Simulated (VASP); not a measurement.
# PbO (P4mm) in VASP: a series of runs, part 2 of 2

VASP 6.6.1. Earlier steps stand in the parts before.

## (3) Single point, LDA (all O atoms moved +0.050 Å, as atom 3 along Cartesian [0 0 1])

Input file INCAR:

```
PREC = Accurate
ENCUT = 520
EDIFF = 1E-6
ISMEAR = 0
SIGMA = 0.05
LREAL = F
LASPH = T
NELM = 80
ALGO = Normal
ISIF = 2
LWAVE = F
LCHARG = F
GGA = CA
NBANDS = 28
```

Input file KPOINTS:

```
regular mesh
0
Gamma
  8 8 6
```

Input file POSCAR:

```
PbO
1.0
    3.9744000000      0.0000000000      0.0000000000
    0.0000000000      3.9744000000      0.0000000000
    0.0000000000      0.0000000000      5.0220000000
Pb O
2 2
Direct
    0.0000000000      0.5000000000      0.2351000000
    0.5000000000      0.0000000000      0.7649000000
    0.0000000000      0.0000000000      0.0099561928
    0.5000000000      0.5000000000      0.0099561928
```

Potentials or basis: VASP PAW LDA potentials, release 64 (Pb_d, O).

Command:

```bash
$ cat potpaw_LDA.64/Pb_d/POTCAR potpaw_LDA.64/O/POTCAR > POTCAR
$ mpirun -np 1 vasp_std > vasp.out
```

OUTCAR:

```text
PREC = Accurate
   ENCUT = 520
   EDIFF = 1E-6
   ISMEAR = 0
   LREAL = F
   LASPH = T
   NELM = 80
   ISIF = 2
   GGA = CA

 ion  position               nearest neighbor table
   1  0.000  0.500  0.235-   3 2.29   4 2.29   3 2.29   4 2.29   2 3.67   2 3.67   2 3.67   2 3.67
                             2 3.87   2 3.87   2 3.87   2 3.87
   2  0.500  0.000  0.765-   3 2.34   4 2.34   4 2.34   3 2.34   1 3.67   1 3.67   1 3.67   1 3.67
                             1 3.87   1 3.87   1 3.87   1 3.87
   3  0.000  0.000  0.010-   1 2.29   1 2.29   2 2.34   2 2.34
   4  0.500  0.500  0.010-   1 2.29   1 2.29   2 2.34   2 2.34

  LATTYP: Found a simple tetragonal cell.
 ALAT       =     3.9744000000
 C/A-ratio  =     1.2635869565

  Lattice vectors:

 A1 = (   3.9744000000,   0.0000000000,   0.0000000000)
 A2 = (   0.0000000000,   3.9744000000,   0.0000000000)
 A3 = (   0.0000000000,   0.0000000000,   5.0220000000)

Analysis of symmetry for initial positions (statically):
=====================================================================
 Subroutine PRICEL returns:
 Original cell was already a primitive cell.

 Routine SETGRP: Setting up the symmetry group for a
 simple tetragonal supercell.

 Subroutine GETGRP returns: Found  8 space group operations
 (whereof  4 operations were pure point group operations)
 out of a pool of 16 trial point group operations.

The static configuration has the point symmetry C_2v.
 The point group associated with its full space group is C_4v.

Analysis of symmetry for dynamics (positions and initial velocities):
=====================================================================
 Subroutine PRICEL returns:
 Original cell was already a primitive cell.

 Routine SETGRP: Setting up the symmetry group for a
 simple tetragonal supercell.

 Subroutine GETGRP returns: Found  8 space group operations
 (whereof  4 operations were pure point group operations)
 out of a pool of 16 trial point group operations.

The dynamic configuration has the point symmetry C_2v.
 The point group associated with its full space group is C_4v.

 Subroutine INISYM returns: Found  8 space group operations
 (whereof  4 operations are pure point group operations),
 and found     1 'primitive' translations

----------------------------------------------------------------------------------------

                                     Primitive cell

  volume of cell :      79.3268

  direct lattice vectors                    reciprocal lattice vectors
     3.974400000  0.000000000  0.000000000     0.251610306  0.000000000  0.000000000
     0.000000000  3.974400000  0.000000000     0.000000000  0.251610306  0.000000000
     0.000000000  0.000000000  5.022000000     0.000000000  0.000000000  0.199123855

  length of vectors
     3.974400000  3.974400000  5.022000000     0.251610306  0.251610306  0.199123855

  position of ions in fractional coordinates (direct lattice)
     0.000000000  0.500000000  0.235100000
     0.500000000  0.000000000  0.764900000
     0.000000000  0.000000000  0.009956193
     0.500000000  0.500000000  0.009956193

  ion indices of the primitive-cell ions
   primitive index   ion index
                 1           1
                 2           2
                 3           3
                 4           4

----------------------------------------------------------------------------------------

 KPOINTS: regular mesh

Automatic generation of k-mesh.
 Grid dimensions read from file:
 generate k-points for:    8    8    6

 Generating k-lattice:

  Cartesian coordinates                     Fractional coordinates (reciprocal lattice)
     0.031451288  0.000000000  0.000000000     0.125000000  0.000000000  0.000000000
     0.000000000  0.031451288  0.000000000     0.000000000  0.125000000  0.000000000
     0.000000000  0.000000000  0.033187309     0.000000000  0.000000000  0.166666667

  Length of vectors
     0.031451288  0.031451288  0.033187309

  Shift w.r.t. Gamma in fractional coordinates (k-lattice)
     0.000000000  0.000000000  0.000000000

 Subroutine IBZKPT returns following result:
 ===========================================

 Found     60 irreducible k-points:

 Following reciprocal coordinates:
            Coordinates               Weight
  0.000000  0.000000  0.000000      1.000000
  0.125000  0.000000  0.000000      4.000000
  0.250000  0.000000  0.000000      4.000000
  0.375000  0.000000  0.000000      4.000000
  0.500000  0.000000  0.000000      2.000000
  0.125000  0.125000  0.000000      4.000000
[... 16 lines left out ...]
  0.375000  0.125000  0.166667     16.000000
  0.500000  0.125000  0.166667      8.000000
 [... further k-points ...]
   k-points           NKPTS =     60   k-points in BZ     NKDIM =     60   number of bands    NBANDS=     28
   number of dos      NEDOS =    301   number of ions     NIONS =      4
   total plane-waves  NPLWV =  36000
   dimension x,y,z NGX =    30 NGY =   30 NGZ =   40
   dimension x,y,z NGXF=    60 NGYF=   60 NGZF=   80
   ions per type =               2   2
   NGX,Y,Z   is equivalent  to a cutoff of  12.55, 12.55, 13.24 a.u.
   NGXF,Y,Z  is equivalent  to a cutoff of  25.10, 25.10, 26.48 a.u.
 SYSTEM =  unknown system
   PREC   = accura    normal or accurate (medium, high low for compatibility)
   ISTART =      0    job   : 0-new  1-cont  2-samecut
   ICHARG =      2    charge: 1-file 2-atom 10-const
   ISPIN  =      1    spin polarized calculation?
   LNONCOLLINEAR =      F non collinear calculations
   LSORBIT =      F    spin-orbit coupling
   LASPH  =      T    aspherical Exc in radial PAW
   ENCUT  =  520.0 eV  38.22 Ry    6.18 a.u.   7.39  7.39  9.34*2*pi/ulx,y,z
   NELM   =     80;   NELMIN=  2; NELMDL= -5     # of ELM steps
   EDIFF  = 0.1E-05   stopping-criterion for ELM
   LREAL  =      F    real-space projection
   EDIFFG = 0.1E-04   stopping-criterion for IOM
   NSW    =      0    number of steps for IOM
   IBRION =     -1    ionic relax: 0-MD 1-quasi-New 2-CG
   NFREE  =      0    steps in history (QN), initial steepest desc. (CG)
   ISIF   =      2    stress and relaxation
   ISYM   =      2    0-nonsym 1-usesym 2-fastsym
   POTIM  = 0.5000    time-step for ionic-motion
   TEBEG  =    0.0;   TEEND  =   0.0 temperature during run
   PSTRESS=    0.0 pullay stress
   NELECT =      40.0000    total number of electrons
   NUPDOWN=      -1.0000    fix difference up-down
   EMIN   =  10.00;   EMAX   =-10.00  energy-range for DOS
   EFERMI =   0.00;   METHOD = LEGACY
   ISMEAR =     0;   SIGMA  =   0.05  broadening in eV -4-tet -1-fermi 0-gaus
   EFERMI_NEDOS =   21; number of points for ismear=-14 and -15
   IALGO  =     38    algorithm
   IMIX   =      4    mixing-type and parameters
     AMIX     =   0.40;   BMIX     =  1.00
     AMIX_MAG =   1.60;   BMIX_MAG =  1.00
  volume/ion in A,a.u.               =      19.83       133.83
  Fermi-wavevector in a.u.,A,eV,Ry     =   1.303031  2.462372 23.101207  1.697891
  Thomas-Fermi vector in A             =   2.434060
   LORBIT       =      0    0 simple, 1 ext, 2 COOP (PROOUT), +10 PAW based schemes
   GGA     = CA    functional components
   LHFCALC =     F    Hartree Fock is set to
   AEXX    =    0.0000 exact exchange contribution
   IVDW    =     0    specifies the selected vdW correction
   LEPSILON=     F    determine dielectric tensor
   LRPA    =     F    only Hartree local field effects (RPA)
 non-spin polarized calculation
 Gauss-broadening in eV      SIGMA  =   0.05
  energy-cutoff  :      520.00
  volume of cell :       79.33
 maximum number of plane-waves:      2171
 NGX is ok and might be reduce to    30
   NGX = 15   NGY = 15   NGZ = 19

 number of electron      39.9999998 magnetization

 Free energy of the ion-electron system (eV)
  ---------------------------------------------------
  ext. energy  EPLUGINS =         0.00000000
  ---------------------------------------------------
  free energy    TOTEN  =       -24.37263976 eV

  energy without entropy =      -24.37263976  energy(sigma->0) =      -24.37263976

 E-fermi :   5.1270     XC(G=0): -10.2999

 val. band max:        4.8534301338   @ k =   0.1250   0.0000   0.0000
 cond. band min:       6.0288499064   @ k =   0.5000   0.5000   0.0000
 fundamental gap:      1.1754197727
 Fermi energy:         5.1270364872

 k-point     1 :       0.0000    0.0000    0.0000
  band No.  band energies     occupation
      1     -13.3715      2.00000
      2     -12.8526      2.00000
      3     -11.1260      2.00000
      4     -11.1260      2.00000
      5     -11.0647      2.00000
      6     -11.0403      2.00000
[... 20 lines left out ...]
     27      12.3184      0.00000
[... 691 lines left out ...]
      6     -10.9812      2.00000
[... 20 lines left out ...]
     27      14.1665      0.00000
     28      14.1844      0.00000

 [... further k-points ...]
[... 5 lines left out ...]
  --------------------------------------------------------------------------------------
  -------------------------------------------------------------------------------------
  Total       -0.8252523     -0.8252523     -0.6656946      0.0000000      0.0000000      0.0000000
  in kB      -16.6677688    -16.6677688    -13.4451538      0.0000000      0.0000000      0.0000000
  external PRESSURE =     -15.5935638 kB  Pullay stress =       0.0000000 kB

 VOLUME and BASIS-vectors are now :
 -----------------------------------------------------------------------------
  energy-cutoff  :      520.00
  volume of cell :       79.33
      direct lattice vectors                 reciprocal lattice vectors
     3.974400000  0.000000000  0.000000000     0.251610306  0.000000000  0.000000000
     0.000000000  3.974400000  0.000000000     0.000000000  0.251610306  0.000000000
     0.000000000  0.000000000  5.022000000     0.000000000  0.000000000  0.199123855

 POSITION                                       TOTAL-FORCE (eV/Angst)
 -----------------------------------------------------------------------------------
      0.00000      1.98720      1.18067         0.000000      0.000000      0.343534
      1.98720      0.00000      3.84133         0.000000      0.000000      0.493700
      0.00000      0.00000      0.05000         0.000000      0.000000     -0.418617
      1.98720      1.98720      0.05000         0.000000      0.000000     -0.418617
 -----------------------------------------------------------------------------------
    total drift:                                0.000000      0.000000     -0.000048

  FREE ENERGIE OF THE ION-ELECTRON SYSTEM (eV)
  ---------------------------------------------------
  free  energy   TOTEN  =       -24.3726397597 eV

  energy  without entropy=      -24.3726397597  energy(sigma->0) =      -24.37263976
```

OSZICAR:

```text
N       E                     dE             d eps       ncg     rms          rms(c)
DAV:   1     0.462646885689E+03    0.46265E+03   -0.19658E+04  3360   0.170E+03
DAV:   2     0.328127750649E+02   -0.42983E+03   -0.41243E+03  3448   0.451E+02
DAV:   3    -0.259946140996E+02   -0.58807E+02   -0.57082E+02  4224   0.181E+02
DAV:   4    -0.287234176189E+02   -0.27288E+01   -0.27169E+01  3896   0.407E+01
DAV:   5    -0.288078783675E+02   -0.84461E-01   -0.84452E-01  3780   0.773E+00    0.119E+01
DAV:   6    -0.246642887262E+02    0.41436E+01   -0.23517E+01  4936   0.398E+01    0.539E+00
DAV:   7    -0.244418983030E+02    0.22239E+00   -0.28427E+00  4172   0.121E+01    0.240E+00
DAV:   8    -0.243845506853E+02    0.57348E-01   -0.57414E-01  3668   0.504E+00    0.801E-01
DAV:   9    -0.243722569905E+02    0.12294E-01   -0.57533E-02  5204   0.213E+00    0.241E-01
DAV:  10    -0.243728088086E+02   -0.55182E-03   -0.10528E-02  3748   0.790E-01    0.782E-02
DAV:  11    -0.243726841846E+02    0.12462E-03   -0.15377E-03  5424   0.319E-01    0.551E-02
DAV:  12    -0.243726465285E+02    0.37656E-04   -0.16376E-04  5052   0.146E-01    0.249E-02
DAV:  13    -0.243726399201E+02    0.66084E-05   -0.28881E-05  3576   0.412E-02    0.648E-03
DAV:  14    -0.243726397597E+02    0.16042E-06   -0.13295E-06  2308   0.148E-02
   1 F= -.24372640E+02 E0= -.24372640E+02  d E =-.305622E-16
```

stdout:

```text
POSCAR found type information on POSCAR PbO
 POSCAR found :  2 types and       4 ions
 scaLAPACK will be used
 LDA part: xc-table for (Slater(with rela. corr.)+CA(PZ))
 , standard interpolation
 POSCAR, INCAR and KPOINTS ok, starting setup
 FFT: planning ... GRIDC
 FFT: planning ... GRID_SOFT
 FFT: planning ... GRID
 WAVECAR not read
 entering main loop
```

It took 60 s on 1 thread of AMD EPYC 9R45 (Zen 5), shared host; peak memory 0.2 GiB.

Results:

```
Free energy            : -24.3726 eV
Pressure               : -1.6 GPa
Largest force          : 0.494 eV/Å
Band gap on the k mesh : 1.18 eV, indirect (least direct gap 2.23 eV)
```

Forces on the atoms (eV/Å):
```
Pb   0.000  0.000  0.344
Pb   0.000  0.000  0.494
O    0.000  0.000 -0.419
O    0.000  0.000 -0.419
```

Stress tensor (GPa, compression positive):
```
-1.67  0.00  0.00
 0.00 -1.67  0.00
 0.00  0.00 -1.34
```

Levels at points of the mesh, in eV from the valence-band top:
```csv
k point,band 18,band 19,band 20,band 21,band 22,band 23
"(0.00, 0.00, 0.00)",-1.73,-1.73,-0.02,2.30,5.28,5.58
"(0.50, 0.00, 0.00)",-3.02,-1.75,-1.59,3.25,3.39,6.34
"(0.50, 0.50, 0.00)",-1.50,-1.11,-1.06,1.18,1.18,5.06
"(0.00, 0.00, 0.50)",-1.75,-1.75,-0.95,1.79,3.95,3.95
"(0.50, 0.00, 0.50)",-2.98,-1.13,-0.86,2.93,3.10,6.08
"(0.50, 0.50, 0.50)",-2.08,-1.11,-1.06,3.41,3.41,4.68
```

Caveat: the cell differs from its parent crystal (all O atoms moved +0.050 Å, as atom 3 along Cartesian [0 0 1]); spin-orbit coupling is left out, which moves the levels of the heavy elements.
